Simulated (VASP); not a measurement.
**Y3Ti: single point with PBE**

Y3Ti:

```
Y Ti
1.0
    -2.19948    2.19948    4.91313
     2.19948   -2.19948    4.91313
     2.19948    2.19948   -4.91313
Y Ti
3 1
Direct
  0.50000 0.50000 0.00000
  0.25000 0.75000 0.50000
  0.75000 0.25000 0.50000
  0.00000 0.00000 0.00000
```

```
Program             : VASP 6.6.1
Task                : single point
Functional          : PBE
Potentials or basis : VASP PAW PBE potentials, release 64 (Y_sv, Ti_sv)
Cutoff              : 520 eV
k mesh              : 6 × 6 × 6
Occupations         : gaussian, width 0.1 eV
Spin                : no spin polarisation
```

The pressure is 9.6 GPa and the band gap on the k mesh is zero (an odd number of electrons rules out a gap without spin polarisation).

Stress tensor (GPa, compression positive):
```
11.29  0.00  0.00
 0.00 11.29  0.00
 0.00  0.00  6.26
```

Levels at points of the mesh, in eV from the Fermi level:
| k point | band 20 | band 21 | band 22 | band 23 | band 24 | band 25 | band 26 | band 27 |
| --- | --- | --- | --- | --- | --- | --- | --- | --- |
| (0.00, 0.00, 0.00) | -1.22 | -1.20 | 0.22 | 0.22 | 0.28 | 0.28 | 0.93 | 1.63 |
| (0.50, 0.00, 0.00) | -0.50 | -0.49 | -0.43 | 0.00 | 0.14 | 0.45 | 0.73 | 0.89 |
| (0.50, 0.50, 0.00) | -1.13 | -0.33 | -0.14 | 0.32 | 0.65 | 0.65 | 1.16 | 1.17 |
| (0.50, 0.50, 0.50) | -2.10 | -1.40 | -1.40 | -0.38 | -0.19 | 0.82 | 1.44 | 2.40 |

Wall time 2.2 min on 1 thread of Intel(R) Xeon(R) 6975P-C (Granite Rapids) (shared host), peak memory 0.38 GiB.

Caveat: the stress differs along the axes, from 6 to 11 GPa.
